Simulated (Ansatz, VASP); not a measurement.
**One calculation of SiC, two programs**

POSCAR

```
SiC
1.0
    0.0000000000      2.2046245912      2.2046245912
    2.2046245912      0.0000000000      2.2046245912
    2.2046245912      2.2046245912      0.0000000000
Si C
1 1
Direct
    0.0000000000      0.0000000000      0.0000000000
    0.2500000000      0.2500000000      0.2500000000
```

File INCAR.step1:

```
PREC     = Accurate       # precision mode
ENCUT    = 520            # plane-wave cutoff, eV
ISMEAR   = 0              # smearing method
SIGMA    = 0.01           # smearing width, eV
LREAL    = F              # projectors in reciprocal space
LASPH    = T              # aspherical terms in the spheres
NELM     = 80             # most SCF steps
NBANDS   = 11             # bands
GGA      = PE             # functional
ALGO     = Normal         # electronic algorithm
EDIFF    = 1E-4           # SCF threshold, eV
LWAVE    = T              # write WAVECAR
LCHARG   = F              # write CHGCAR
```

INCAR.step2

```
PREC     = Accurate       # precision mode
ENCUT    = 520            # plane-wave cutoff, eV
EDIFF    = 1E-6           # SCF threshold, eV
ISMEAR   = 0              # smearing method
SIGMA    = 0.01           # smearing width, eV
LREAL    = F              # projectors in reciprocal space
LASPH    = T              # aspherical terms in the spheres
NELM     = 80             # most SCF steps
ALGO     = Normal         # electronic algorithm
ISIF     = 2              # what is computed and relaxed
LWAVE    = F              # write WAVECAR
LCHARG   = F              # write CHGCAR
METAGGA  = R2SCAN         # meta-GGA
LMIXTAU  = T            
NBANDS   = 11             # bands
ISTART   = 1
```

The input KPOINTS:

```
Automatic mesh
0
Gamma
  10 10 10
```

Input for Ansatz:

```yaml
crystal:
  lattice:
    - [0.0, 2.2046245912, 2.2046245912]
    - [2.2046245912, 0.0, 2.2046245912]
    - [2.2046245912, 2.2046245912, 0.0]
  atoms:
    - { symbol: Si, position: [0.0, 0.0, 0.0] }
    - { symbol: C, position: [0.25, 0.25, 0.25] }
kpoints:
  mp_grid: { grid: [10, 10, 10] }
  band_path:
    path:
      - [0.0, 0.0, 0.0]
      - [-0.5, -0.5, 0.0]
      - [-0.375, -0.375, 0.25]
      - [-0.375, 0.0, 0.375]
      - [0.0, 0.0, 0.5]
      - [-0.5, -0.25, 0.25]
    npoints: 1
hamiltonian:
  xc: r2scan
scf:
  occupations: { method: fixed }
  n_extra_bands: 4
output:
  forces: true
  stress: true
  eigenvalues: true
```

Change from the starting cell: hydrostatic strain +1.2%.

Alike in both runs: task single point; functional r2SCAN; k mesh 10 × 10 × 10; no spin polarisation.

|  | VASP | Ansatz |
| --- | --- | --- |
| version | VASP 6.6.1 | Ansatz 0.2.0 |
| potentials or method | VASP PAW PBE potentials, release 64 (Si, C) | plane waves, PAW |
| plane-wave cutoff (eV) | 520 | 500 |
| occupations | gaussian, width 0.01 eV | fixed |
| valence electrons in the cell | 8 | 8 |

|  | VASP | Ansatz | Ansatz less VASP |
| --- | --- | --- | --- |
| gap on the k mesh at the Fermi level (eV) | 1.75 | 1.74 | -0.010 |
| pressure (GPa) | -7.8 | -7.7 | +0.14 |

VASP's potentials were made for PBE, not for r2SCAN.
